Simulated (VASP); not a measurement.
**TlZnBr3: single point with PBE**

The system is TlZnBr3.

```
CELL_PARAMETERS angstrom
5.26924 0.00000 0.00000
0.00000 5.26924 0.00000
0.00000 0.00000 5.26924
ATOMIC_POSITIONS crystal
Tl 0.00000 0.00000 0.00000
Zn 0.50000 0.50000 0.50000
Br 0.50000 0.50000 0.00000
Br 0.50000 0.00000 0.50000
Br 0.00000 0.50000 0.50000
```

```yaml
Program: VASP 6.6.1
Task: single point
Functional: PBE
Potentials_or_basis: VASP PAW PBE potentials, release 64 (Tl_d, Zn, Br)
Cutoff: 520 eV
k_mesh: 4 × 4 × 4
Occupations: gaussian, width 0.01 eV
Spin: no spin polarisation
```

The pressure is 0.0 GPa and the band gap on the k mesh is 0.20 eV, indirect (least direct gap 0.86 eV).

Levels at points of the mesh, in eV from the valence-band top:
```csv
k point,band 20,band 21,band 22,band 23,band 24,band 25,band 26,band 27
"(0.00, 0.00, 0.00)",-0.83,-0.66,-0.66,-0.66,0.20,5.75,5.75,5.75
"(0.50, 0.00, 0.00)",-1.01,-0.67,-0.63,-0.63,3.08,3.63,4.93,4.93
"(0.50, 0.50, 0.00)",-1.12,-1.12,-0.30,0.00,4.10,4.70,4.70,5.09
"(0.50, 0.50, 0.50)",-0.28,0.00,0.00,0.00,5.27,5.27,5.27,5.68
```

It took 23 s on 1 thread of Intel(R) Xeon(R) 6975P-C (Granite Rapids), with other jobs on the host, peak memory 0.26 GiB.

Caveat: spin-orbit coupling is left out, which moves the levels of the heavy elements. A k mesh can miss the band edges.
